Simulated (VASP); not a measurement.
WS2:

```xyz
3
Lattice="1.5432 0.8910 6.0697 -1.5432 0.8910 6.0697 0.0000 -1.7820 6.0697" Properties=species:S:1:pos:R:3 pbc="T T T"
W     0.0000    0.0000    0.0119
S     0.0000    0.0000    4.4961
S     0.0000    0.0000    7.6684
```

This cell differs from its parent crystal: strain -2.7%.

Base run:

```yaml
Program: VASP 6.6.1
Functional: PBE
Potentials_or_basis: VASP PAW PBE potentials, release 64 (W_sv, S)
Cutoff: 520 eV
k_mesh: 10 × 10 × 10
Occupations: fermi-dirac, width 0.02 eV
Spin: no spin polarisation
```

Its results: band gap on the k mesh 1.00 eV (least direct gap 2.35 eV); pressure 11.1 GPa; largest force 0.248 eV/Å.

Question: The run is repeated on the same cell with these changes: functional from PBE to r2SCAN; occupations from fermi-dirac, width 0.02 eV to gaussian, width 0.01 eV. What comes out?

Answer: Band gap on the k mesh 1.11 eV (least direct gap 2.56 eV); pressure 9.5 GPa; largest force 0.030 eV/Å.

Caveats: the cell stands under pressure; spin-orbit coupling is left out, which moves the levels of the heavy elements; the PAW data sets were made with another functional, which shifts forces and pressure a little (at least some runs).

A k mesh can miss the band edges.
